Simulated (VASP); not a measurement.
Set up this calculation in VASP 6.6.1, as the native input.

| Property | Result |
| --- | --- |
| Task | relaxation of volume and atoms at fixed shape |
| Functional | PBEsol |
| Potentials or basis | VASP PAW PBE potentials, release 64 (Si, Sn_d) |
| Cutoff | 600 eV |
| k mesh | 1 × 1 × 1, shifted |
| Occupations | fermi-dirac, width 0.05 eV |
| Spin | no spin polarisation |
| Dipole correction | no |
| Further INCAR settings | LREAL = Auto; ALGO = Normal; EDIFF = 1e-07; IBRION = 2; EDIFFG = -0.03; NSW = 100; ISIF = 8 |

The structure of Si31Sn lies in POSCAR:

```
Si31Sn
1.0
   10.9319820000      0.0000000000      0.0000000000
    0.0000000000     10.9319820000      0.0000000000
    0.0000000000      0.0000000000     10.9319820000
Si Sn
62 2
Direct
    0.0000090000      0.9965850000      0.0023950000
    0.0003650000      0.0022290000      0.4999760000
    0.9989710000      0.5015470000      0.0011830000
    0.5015940000      0.0004930000      0.0002290000
    0.5011850000      0.9985240000      0.5010630000
    0.4997100000      0.4977870000      0.9981100000
    0.4991110000      0.5015450000      0.5012060000
    0.1242720000      0.1254020000      0.1261880000
    0.1240290000      0.1275720000      0.6257780000
    0.1243620000      0.6242350000      0.1283640000
    0.1225020000      0.6258350000      0.6237140000
    0.6249240000      0.1215940000      0.1246500000
    0.6242940000      0.1284930000      0.6250120000
    0.6254990000      0.6240050000      0.1247390000
    0.6237720000      0.6254590000      0.6247140000
    0.2494310000      0.2504280000      0.0003130000
    0.2518910000      0.2504680000      0.5027290000
    0.2519460000      0.7475630000      0.9971800000
    0.2482960000      0.7498320000      0.4975560000
    0.7496160000      0.2508660000      0.9985280000
    0.7489250000      0.2524090000      0.4998320000
    0.7544890000      0.7464280000      0.0018320000
    0.7490140000      0.7504270000      0.4989250000
    0.3749300000      0.3737440000      0.1252370000
    0.3781930000      0.3766650000      0.6249670000
    0.3791010000      0.8764430000      0.1263640000
    0.3793390000      0.8766820000      0.6246510000
    0.8763830000      0.3746650000      0.1253030000
    0.8708110000      0.3720160000      0.6239970000
    0.8746480000      0.8763360000      0.1224390000
    0.8745730000      0.8753610000      0.6257430000
    0.2499310000      0.9997360000      0.2519150000
    0.2480710000      0.9984370000      0.7485000000
    0.2530900000      0.5012320000      0.2457910000
    0.2491510000      0.5008160000      0.7502070000
    0.7473290000      0.9952890000      0.2498120000
    0.7523490000      0.9987810000      0.7501150000
    0.7505140000      0.4960510000      0.2473190000
    0.7503020000      0.4995100000      0.7469270000
    0.3733360000      0.1260490000      0.3741080000
    0.3716670000      0.1231720000      0.8724990000
    0.3756520000      0.6245070000      0.3719110000
    0.3754170000      0.6190210000      0.8755820000
    0.8750120000      0.1241570000      0.3736380000
    0.8759010000      0.1260880000      0.8792390000
    0.8758350000      0.6234780000      0.3772750000
    0.8734520000      0.6252510000      0.8763440000
    0.9991320000      0.2501570000      0.2510160000
    0.0008010000      0.2504130000      0.7538010000
    0.0004880000      0.7484800000      0.2525680000
    0.9995280000      0.7507210000      0.7493370000
    0.4989130000      0.2492830000      0.2503960000
    0.4976120000      0.2518130000      0.7489300000
    0.5001200000      0.7482800000      0.2501070000
    0.4985610000      0.7495490000      0.7494410000
    0.1225650000      0.3731230000      0.3732950000
    0.1232200000      0.3730520000      0.8766570000
    0.1277220000      0.8739590000      0.3741950000
    0.1255800000      0.8698670000      0.8776350000
    0.6242930000      0.3744860000      0.3763900000
    0.6246560000      0.8745790000      0.3771040000
    0.6233200000      0.8747010000      0.8756590000
    0.0014050000      0.4996470000      0.4981550000
    0.6274840000      0.3702140000      0.8725870000
```

These files were run (other wordings do the same):

INCAR

```
SYSTEM = Si31Sn
  ALGO = Normal
  EDIFF = 1E-7
  EDIFFG = -0.03
  ENCUT = 600
  GGA = PS
  IBRION = 2
  ISIF = 8
  ISMEAR = -1
  LASPH = .TRUE.
  LCHARG = .FALSE.
  LREAL = Auto
  LWAVE = .FALSE.
  NELM = 60
  NSW = 100
  PREC = Accurate
  SIGMA = 0.05
```

KPOINTS

```
Automatic mesh
0
Gamma
  1 1 1
  0.5 0.5 0.5
```

Potentials or basis: VASP PAW PBE potentials, release 64 (Si, Sn_d).

Command:

```bash
$ cat potpaw_PBE.64/Si/POTCAR potpaw_PBE.64/Sn_d/POTCAR > POTCAR
$ mpirun -np 1 vasp_std > vasp.out
```

It gave:

```json
{"Relaxed volume": "20.52 Å³/atom", "Relaxed cell": "a = 10.951 Å, b = 10.951 Å, c = 10.951 Å, α = 90.00°, β = 90.00°, γ = 90.00°", "Space group after relaxing (to 0.1 Å)": "C2/m (No. 12)", "Energy gained by relaxing": "30.9 meV/atom", "Ionic steps": "14", "Pressure after relaxing": "0.0 GPa", "Largest force after relaxing": "0.021 eV/Å", "Band gap on the k mesh": "1.65 eV"}
```

Caveat: the k points lie up to 0.57 Å⁻¹ apart in the final cell; the PAW data sets were made with another functional, which shifts forces and pressure a little; spin-orbit coupling is left out, which moves the levels of the heavy elements; a shifted mesh leaves out Γ, where band edges can lie.

Wall time 110 min on 1 thread of AMD EPYC 7R43 64-Core Processor (Zen 3), with other jobs on the host, peak memory 1.6 GiB.
